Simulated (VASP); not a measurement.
# ReS (Pm-3m) in VASP: a series of runs

The runs below take ReS through single point, with r2SCAN.

All numbers are computed with VASP 6.6.1; they aren't measurements. Logs are shortened: lines on timing, memory, paths and dates and some standing lists are left out, and cuts for length are marked.

### 1 The cell of the first run

The structure is cubic, space group Pm-3m (No. 221). Conventional cell: a = 2.944 Å, b = 2.944 Å, c = 2.944 Å, α = 90.00°, β = 90.00°, γ = 90.00°. Within 3.4 Å of Re (site symmetry m-3m) lie 8 S at 2.55 Å and 6 Re at 2.94 Å. Within 3.4 Å of S (site symmetry m-3m) lie 8 Re at 2.55 Å and 6 S at 2.94 Å.

### 2 Single point, r2SCAN

File POSCAR:

```
ReS
1.0
    2.9436332069      0.0000000000      0.0000000000
    0.0000000000      2.9436332069      0.0000000000
    0.0000000000      0.0000000000      2.9436332069
Re S
1 1
Direct
    0.0000000000      0.0000000000      0.0000000000
    0.5000000000      0.5000000000      0.5000000000
```

File INCAR.step1:

```
ALGO     = Normal         # electronic algorithm
EDIFF    = 1E-4           # SCF threshold, eV
ENCUT    = 520            # plane-wave cutoff, eV
GGA      = PE             # functional
ISMEAR   = 0              # smearing method
LASPH    = True           # aspherical terms in the spheres
LCHARG   = False          # write CHGCAR
LREAL    = False          # projectors in reciprocal space
LWAVE    = True           # write WAVECAR
NBANDS   = 14             # bands
NELM     = 60             # most SCF steps
PREC     = Accurate       # precision mode
SIGMA    = 0.1            # smearing width, eV
```

File INCAR.step2:

```
ALGO     = Normal         # electronic algorithm
EDIFF    = 1E-7           # SCF threshold, eV
ENCUT    = 520            # plane-wave cutoff, eV
ISIF     = 2              # what is computed and relaxed
ISMEAR   = 0              # smearing method
ISTART   = 1            
LASPH    = True           # aspherical terms in the spheres
LCHARG   = True           # write CHGCAR
LELF     = True           # ELF
LMIXTAU  = True         
LREAL    = False          # projectors in reciprocal space
LVHAR    = True         
LWAVE    = False          # write WAVECAR
METAGGA  = R2SCAN         # meta-GGA
NBANDS   = 14             # bands
NELM     = 60             # most SCF steps
PREC     = Accurate       # precision mode
SIGMA    = 0.1            # smearing width, eV
```

File KPOINTS:

```
k-points
0
Gamma
  14 14 14
```

Potentials or basis: VASP PAW PBE potentials, release 64 (Re, S).

Started as:

```sh
cat potpaw_PBE.64/Re/POTCAR potpaw_PBE.64/S/POTCAR > POTCAR
cp INCAR.step1 INCAR
mpirun -np 1 vasp_std > vasp.out
cp INCAR.step2 INCAR
mpirun -np 1 vasp_std > vasp.out
```

OUTCAR:

```text
EDIFF = 1E-7
   ENCUT = 520
   ISIF = 2
   ISMEAR = 0
   ISTART = 1
   LASPH = True
   LREAL = False
   METAGGA = R2SCAN
   NELM = 60
   PREC = Accurate

 ion  position               nearest neighbor table
   1  0.000  0.000  0.000-   2 2.55   2 2.55   2 2.55   2 2.55   2 2.55   2 2.55   2 2.55   2 2.55

   2  0.500  0.500  0.500-   1 2.55   1 2.55   1 2.55   1 2.55   1 2.55   1 2.55   1 2.55   1 2.55

  LATTYP: Found a simple cubic cell.
 ALAT       =     2.9436332069

  Lattice vectors:

 A1 = (   2.9436332069,   0.0000000000,   0.0000000000)
 A2 = (   0.0000000000,   2.9436332069,   0.0000000000)
 A3 = (   0.0000000000,   0.0000000000,   2.9436332069)

Analysis of symmetry for initial positions (statically):
=====================================================================
 Subroutine PRICEL returns:
 Original cell was already a primitive cell.

 Routine SETGRP: Setting up the symmetry group for a
 simple cubic supercell.

 Subroutine GETGRP returns: Found 48 space group operations
 (whereof 48 operations were pure point group operations)
 out of a pool of 48 trial point group operations.

The static configuration has the point symmetry O_h .

Analysis of symmetry for dynamics (positions and initial velocities):
=====================================================================
 Subroutine PRICEL returns:
 Original cell was already a primitive cell.

 Routine SETGRP: Setting up the symmetry group for a
 simple cubic supercell.

 Subroutine GETGRP returns: Found 48 space group operations
 (whereof 48 operations were pure point group operations)
 out of a pool of 48 trial point group operations.

The dynamic configuration has the point symmetry O_h .

 Subroutine INISYM returns: Found 48 space group operations
 (whereof 48 operations are pure point group operations),
 and found     1 'primitive' translations

----------------------------------------------------------------------------------------

                                     Primitive cell

  volume of cell :      25.5065

  direct lattice vectors                    reciprocal lattice vectors
     2.943633207  0.000000000  0.000000000     0.339716238  0.000000000  0.000000000
     0.000000000  2.943633207  0.000000000     0.000000000  0.339716238  0.000000000
     0.000000000  0.000000000  2.943633207     0.000000000  0.000000000  0.339716238

  length of vectors
     2.943633207  2.943633207  2.943633207     0.339716238  0.339716238  0.339716238

  position of ions in fractional coordinates (direct lattice)
     0.000000000  0.000000000  0.000000000
     0.500000000  0.500000000  0.500000000

  ion indices of the primitive-cell ions
   primitive index   ion index
                 1           1
                 2           2

----------------------------------------------------------------------------------------

 KPOINTS: k-points

Automatic generation of k-mesh.
 Grid dimensions read from file:
 generate k-points for:   14   14   14

 Generating k-lattice:

  Cartesian coordinates                     Fractional coordinates (reciprocal lattice)
     0.024265446  0.000000000  0.000000000     0.071428571  0.000000000  0.000000000
     0.000000000  0.024265446  0.000000000     0.000000000  0.071428571  0.000000000
     0.000000000  0.000000000  0.024265446     0.000000000  0.000000000  0.071428571

  Length of vectors
     0.024265446  0.024265446  0.024265446

  Shift w.r.t. Gamma in fractional coordinates (k-lattice)
     0.000000000  0.000000000  0.000000000

 Subroutine IBZKPT returns following result:
 ===========================================

 Found    120 irreducible k-points:

 Following reciprocal coordinates:
            Coordinates               Weight
  0.000000  0.000000  0.000000      1.000000
  0.071429  0.000000  0.000000      6.000000
  0.142857  0.000000  0.000000      6.000000
  0.214286  0.000000  0.000000      6.000000
  0.285714  0.000000  0.000000      6.000000
  0.357143  0.000000  0.000000      6.000000
[... 16 lines left out ...]
  0.285714  0.214286  0.000000     24.000000
  0.357143  0.214286  0.000000     24.000000
 [... further k-points ...]
   k-points           NKPTS =    120   k-points in BZ     NKDIM =    120   number of bands    NBANDS=     14
   number of dos      NEDOS =    301   number of ions     NIONS =      2
   total plane-waves  NPLWV =  13824
   dimension x,y,z NGX =    24 NGY =   24 NGZ =   24
   dimension x,y,z NGXF=    48 NGYF=   48 NGZF=   48
   ions per type =               1   1
   NGX,Y,Z   is equivalent  to a cutoff of  13.55, 13.55, 13.55 a.u.
   NGXF,Y,Z  is equivalent  to a cutoff of  27.11, 27.11, 27.11 a.u.
 SYSTEM =  unknown system
   PREC   = accura    normal or accurate (medium, high low for compatibility)
   ISTART =      1    job   : 0-new  1-cont  2-samecut
   ICHARG =      0    charge: 1-file 2-atom 10-const
   ISPIN  =      1    spin polarized calculation?
   LNONCOLLINEAR =      F non collinear calculations
   LSORBIT =      F    spin-orbit coupling
   LASPH  =      T    aspherical Exc in radial PAW
   ENCUT  =  520.0 eV  38.22 Ry    6.18 a.u.   5.47  5.47  5.47*2*pi/ulx,y,z
   NELM   =     60;   NELMIN=  2; NELMDL=  0     # of ELM steps
   EDIFF  = 0.1E-06   stopping-criterion for ELM
   LREAL  =      F    real-space projection
   EDIFFG = 0.1E-05   stopping-criterion for IOM
   NSW    =      0    number of steps for IOM
   IBRION =     -1    ionic relax: 0-MD 1-quasi-New 2-CG
   NFREE  =      0    steps in history (QN), initial steepest desc. (CG)
   ISIF   =      2    stress and relaxation
   ISYM   =      2    0-nonsym 1-usesym 2-fastsym
   POTIM  = 0.5000    time-step for ionic-motion
   TEBEG  =    0.0;   TEEND  =   0.0 temperature during run
   PSTRESS=    0.0 pullay stress
   NELECT =      13.0000    total number of electrons
   NUPDOWN=      -1.0000    fix difference up-down
   EMIN   =  10.00;   EMAX   =-10.00  energy-range for DOS
   EFERMI =   0.00;   METHOD = LEGACY
   ISMEAR =     0;   SIGMA  =   0.10  broadening in eV -4-tet -1-fermi 0-gaus
   EFERMI_NEDOS =   21; number of points for ismear=-14 and -15
   IALGO  =     38    algorithm
   IMIX   =      4    mixing-type and parameters
     AMIX     =   0.40;   BMIX     =  1.00
     AMIX_MAG =   1.60;   BMIX_MAG =  1.00
  volume/ion in A,a.u.               =      12.75        86.06
  Fermi-wavevector in a.u.,A,eV,Ry     =   1.307692  2.471180 23.266770  1.710059
  Thomas-Fermi vector in A             =   2.438410
   LORBIT       =      0    0 simple, 1 ext, 2 COOP (PROOUT), +10 PAW based schemes
   METAGGA = R2SCAN    functional components
   LHFCALC =     F    Hartree Fock is set to
   AEXX    =    0.0000 exact exchange contribution
   IVDW    =     0    specifies the selected vdW correction
   LEPSILON=     F    determine dielectric tensor
   LRPA    =     F    only Hartree local field effects (RPA)
 non-spin polarized calculation
 Gauss-broadening in eV      SIGMA  =   0.10
  energy-cutoff  :      520.00
  volume of cell :       25.51
 maximum number of plane-waves:       715
 NGX is ok and might be reduce to    24
   NGX = 11   NGY = 11   NGZ = 11

 number of electron      13.0000002 magnetization

 Free energy of the ion-electron system (eV)
  ---------------------------------------------------
  ext. energy  EPLUGINS =         0.00000000
  ---------------------------------------------------
  free energy    TOTEN  =       -59.47764176 eV

  energy without entropy =      -59.47190169  energy(sigma->0) =      -59.47477172

 E-fermi :  11.3507     XC(G=0): -14.4512

 val. band max:       11.3420482479   @ k =   0.2857   0.0714   0.0000
 cond. band min:      11.3533014444   @ k =   0.4286   0.0714   0.0714
 fundamental gap:      0.0112531965
 Fermi energy:        11.3506914002

 k-point     1 :       0.0000    0.0000    0.0000
  band No.  band energies     occupation
      1      -7.8769      2.00000
      2       5.5731      2.00000
      3       5.5731      2.00000
      4       8.0899      2.00000
      5       8.0899      2.00000
      6       8.0899      2.00000
      7      11.2848      1.64848
      8      11.2848      1.64848
      9      11.2848      1.64848
     10      14.2626      0.00000
     11      21.1614      0.00000
     12      21.1614      0.00000
     13      29.2129      0.00000
     14      29.2129      0.00000

 k-point     2 :       0.0714    0.0000    0.0000
  band No.  band energies     occupation
      1      -7.7882      2.00000
      2       5.3277      2.00000
      3       5.6239      2.00000
      4       7.8915      2.00000
      5       7.8915      2.00000
      6       8.0697      2.00000
      7      11.3134      1.40249
      8      11.5233      0.01463
      9      11.5233      0.01463
     10      14.6561      0.00000
     11      20.8035      0.00000
     12      21.3642      0.00000
     13      27.9916      0.00000
     14      27.9916      0.00000

 k-point     3 :       0.1429    0.0000    0.0000
  band No.  band energies     occupation
      1      -7.5277      2.00000
      2       4.5290      2.00000
      3       5.7715      2.00000
      4       7.4329      2.00000
      5       7.4329      2.00000
      6       8.3229      2.00000
      7      11.3948      0.53320
      8      12.1103      0.00000
      9      12.1103      0.00000
     10      15.5360      0.00000
     11      19.9130      0.00000
     12      21.9836      0.00000
     13      26.1492      0.00000
     14      26.1492      0.00000

 k-point     4 :       0.2143    0.0000    0.0000
  band No.  band energies     occupation
      1      -7.1131      2.00000
      2       3.3466      2.00000
      3       5.9990      2.00000
      4       6.9088      2.00000
      5       6.9088      2.00000
      6       9.0405      2.00000
      7      11.5160      0.01938
      8      12.8693      0.00000
      9      12.8693      0.00000
     10      16.4376      0.00000
     11      18.8092      0.00000
     12      22.9436      0.00000
     13      24.3586      0.00000
     14      24.3586      0.00000

 k-point     5 :       0.2857    0.0000    0.0000
  band No.  band energies     occupation
      1      -6.5782      2.00000
      2       2.0694      2.00000
      3       6.2754      2.00000
      4       6.4306      2.00000
      5       6.4306      2.00000
      6      10.1141      2.00000
      7      11.6562      0.00002
      8      13.7068      0.00000
      9      13.7068      0.00000
     10      17.1225      0.00000
     11      17.7280      0.00000
[... 276 lines left out ...]
 k-point    22 :       0.2143    0.2143    0.0000
  band No.  band energies     occupation
      1      -6.4836      2.00000
      2       3.2527      2.00000
      3       4.2750      2.00000
      4       6.8651      2.00000
      5       7.3140      2.00000
      6      10.2831      2.00000
      7      10.4346      2.00000
      8      11.7083      0.00000
      9      14.1214      0.00000
     10      17.9321      0.00000
     11      20.5447      0.00000
     12      21.9361      0.00000
     13      22.5846      0.00000
     14      22.8349      0.00000

 k-point    23 :       0.2857    0.2143    0.0000
  band No.  band energies     occupation
      1      -6.0613      2.00000
      2       2.4209      2.00000
      3       4.2894      2.00000
      4       6.7482      2.00000
      5       7.4130      2.00000
      6      10.1491      2.00000
      7      11.0313      1.99999
      8      11.9254      0.00000
      9      14.2149      0.00000
     10      17.6049      0.00000
     11      20.1233      0.00000
     12      21.7700      0.00000
     13      22.5045      0.00000
     14      23.8546      0.00000

 k-point    24 :       0.3571    0.2143    0.0000
  band No.  band energies     occupation
      1      -5.6192      2.00000
      2       1.5476      2.00000
      3       4.4404      2.00000
      4       6.5922      2.00000
      5       7.3587      2.00000
      6      10.2267      2.00000
      7      11.8143      0.00000
      8      12.4056      0.00000
      9      14.0556      0.00000
     10      17.0211      0.00000
     11      19.3045      0.00000
     12      21.5882      0.00000
     13      22.4671      0.00000
     14      25.2473      0.00000

 [... further k-points ...]
[... 5 lines left out ...]
  --------------------------------------------------------------------------------------
  -------------------------------------------------------------------------------------
  Total        1.0192518      1.0192518      1.0192518      0.0000000      0.0000000      0.0000000
  in kB       64.0237297     64.0237297     64.0237297      0.0000000      0.0000000      0.0000000
  external PRESSURE =      64.0237297 kB  Pullay stress =       0.0000000 kB

 VOLUME and BASIS-vectors are now :
 -----------------------------------------------------------------------------
  energy-cutoff  :      520.00
  volume of cell :       25.51
      direct lattice vectors                 reciprocal lattice vectors
     2.943633207  0.000000000  0.000000000     0.339716238  0.000000000  0.000000000
     0.000000000  2.943633207  0.000000000     0.000000000  0.339716238  0.000000000
     0.000000000  0.000000000  2.943633207     0.000000000  0.000000000  0.339716238

 POSITION                                       TOTAL-FORCE (eV/Angst)
 -----------------------------------------------------------------------------------
      0.00000      0.00000      0.00000         0.000000      0.000000      0.000000
      1.47182      1.47182      1.47182         0.000000      0.000000      0.000000
 -----------------------------------------------------------------------------------
    total drift:                               -0.000000     -0.000000     -0.000000

  FREE ENERGIE OF THE ION-ELECTRON SYSTEM (eV)
  ---------------------------------------------------
  free  energy   TOTEN  =       -59.4776417557 eV

  energy  without entropy=      -59.4719016924  energy(sigma->0) =      -59.47477172
```

It took 94 s on 1 thread of AMD EPYC 9R45 (Zen 5), shared host; peak memory 0.15 GiB.

Results:

- Free energy: -59.4776 eV
- Pressure: 6.4 GPa

Caveat: the PAW data sets were made with another functional, which shifts forces and pressure a little; spin-orbit coupling is left out, which moves the levels of the heavy elements.

### 3 Single point, r2SCAN

POSCAR is that of step 2.

File INCAR.step1:

```
ALGO     = Normal         # electronic algorithm
EDIFF    = 1E-5           # SCF threshold, eV
ENCUT    = 550            # plane-wave cutoff, eV
GGA      = PE             # functional
GGA_COMPAT= False        
ISMEAR   = 0              # smearing method
LASPH    = True           # aspherical terms in the spheres
LCHARG   = False          # write CHGCAR
LREAL    = False          # projectors in reciprocal space
LWAVE    = True           # write WAVECAR
NBANDS   = 18             # bands
NELM     = 120            # most SCF steps
PREC     = Accurate       # precision mode
SIGMA    = 0.1            # smearing width, eV
```

INCAR.step2, as its differences from that of step 2:

```diff
@@ -1,4 +1,5 @@
 ALGO     = Normal         # electronic algorithm
-EDIFF    = 1E-7           # SCF threshold, eV
-ENCUT    = 520            # plane-wave cutoff, eV
+EDIFF    = 1E-6           # SCF threshold, eV
+ENCUT    = 550            # plane-wave cutoff, eV
+GGA_COMPAT= False        
 ISIF     = 2              # what is computed and relaxed
@@ -14,4 +15,4 @@
 METAGGA  = R2SCAN         # meta-GGA
-NBANDS   = 14             # bands
-NELM     = 60             # most SCF steps
+NBANDS   = 18             # bands
+NELM     = 120            # most SCF steps
 PREC     = Accurate       # precision mode
```

KPOINTS is that of step 2.

Potentials or basis: VASP PAW PBE potentials, release 64 (Re_sv_GW, S).

Started as:

```sh
cat potpaw_PBE.64/Re_sv_GW/POTCAR potpaw_PBE.64/S/POTCAR > POTCAR
cp INCAR.step1 INCAR
mpirun -np 1 vasp_std > vasp.out
cp INCAR.step2 INCAR
mpirun -np 1 vasp_std > vasp.out
```

It took 3 min on 1 thread of AMD EPYC 7R43 (Zen 3), shared host; peak memory 0.16 GiB.

It converged, with:

| Quantity | Value |
| --- | --- |
| Free energy | -61.1251 eV |
| Pressure | 3.4 GPa |

Levels at points of the mesh, in eV from the Fermi level:
```
           k point  band 9  band 10  band 11  band 12  band 13  band 14
(0.00, 0.00, 0.00)   -3.30    -3.30    -0.05    -0.05    -0.05     2.90
(0.50, 0.00, 0.00)   -4.51     0.59     1.77     4.29     4.29     4.51
(0.50, 0.50, 0.00)   -2.37    -2.37    -1.73     0.00     2.39     4.48
(0.50, 0.50, 0.50)    2.06     2.06     2.06     2.56     2.56     5.17
```

Caveat: the PAW data sets were made with another functional, which shifts forces and pressure a little; spin-orbit coupling is left out, which moves the levels of the heavy elements.
